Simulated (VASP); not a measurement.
Crystal: N.

```
N
1.0
     0.00000    1.55381    1.55381
     1.55381    0.00000    1.55381
     1.55381    1.55381    0.00000
N
1
Direct
  0.00000 0.00000 0.00000
```

Base run:

```yaml
Program: VASP 6.6.1
Functional: PBEsol
Potentials_or_basis: VASP PAW PBE potentials, release 64 (N)
Cutoff: 600 eV
k_mesh: 11 × 11 × 11
Occupations: gaussian, width 0.1 eV
Spin: no spin polarisation
```

Its results: pressure -8.6 GPa.

**Question.** The run is repeated on the same cell with these changes: k mesh from 11 × 11 × 11 to 7 × 7 × 7. What comes out?

**Answer.** Pressure -6.1 GPa.

Caveats: some runs use coarse meshes; the PAW data sets were made with another functional, which shifts forces and pressure a little.
